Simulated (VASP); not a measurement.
**B: single point with PBE**

The system is B.

```
B
1.0
     2.24313    0.00000    0.00000
     0.00000    3.88513    0.00000
     0.00000    0.00000    3.53438
B
4
Direct
  0.67000 0.82000 0.70000
  0.33000 0.18000 0.70000
  0.17000 0.68000 0.30000
  0.83000 0.32000 0.30000
```

```yaml
Program: VASP 6.6.1
Task: single point
Functional: PBE
Potentials_or_basis: VASP PAW PBE potentials, release 64 (B)
Cutoff: 520 eV
k_mesh: 8 × 4 × 6
Occupations: gaussian, width 0.1 eV
Spin: no spin polarisation
```

```
Pressure               : -3.9 GPa
Largest force          : 1.416 eV/Å
Band gap on the k mesh : zero (band 6 reaches 7.05 eV, above the bottom of band 7 at 4.72 eV)
```

Forces on the atoms (eV/Å):
```
B    0.734 -1.210 -0.048
B   -0.734  1.210 -0.048
B    0.734  1.210  0.048
B   -0.734 -1.210  0.048
```

Stress tensor (GPa, compression positive):
```
-26.61   0.00   0.00
  0.00  30.03   0.00
  0.00   0.00 -14.98
```

Levels at points of the mesh, in eV from the Fermi level:
```csv
k point,band 3,band 4,band 5,band 6,band 7,band 8,band 9,band 10
"(0.00, 0.00, 0.00)",-7.53,-6.48,-3.35,-0.35,0.63,3.61,4.38,6.20
"(0.50, 0.00, 0.00)",-5.31,-5.31,-0.29,-0.29,0.25,0.25,2.55,2.55
"(0.00, 0.50, 0.00)",-4.82,-4.82,-2.77,-2.77,1.61,1.61,5.78,5.78
"(0.50, 0.50, 0.00)",-8.45,-8.45,0.40,0.40,2.13,2.13,3.10,3.10
"(0.00, 0.00, 0.50)",-7.13,-6.64,-4.45,-3.10,4.46,5.15,8.00,8.48
"(0.50, 0.00, 0.50)",-6.62,-6.62,-1.40,-1.40,0.38,0.38,2.39,2.39
"(0.00, 0.50, 0.50)",-9.35,-9.35,0.19,0.19,5.62,5.62,6.70,6.70
"(0.50, 0.50, 0.50)",-7.75,-7.75,-2.69,-2.69,-1.93,-1.93,5.03,5.03
```

Run time: 31 s on 1 thread of AMD EPYC 7R43 64-Core Processor (Zen 3) (shared host), peak memory 0.1 GiB.

Caveat: the k points lie up to 0.40 Å⁻¹ apart; forces of over 1 eV/Å act on the atoms, so gaps and moduli don't describe the material at rest.
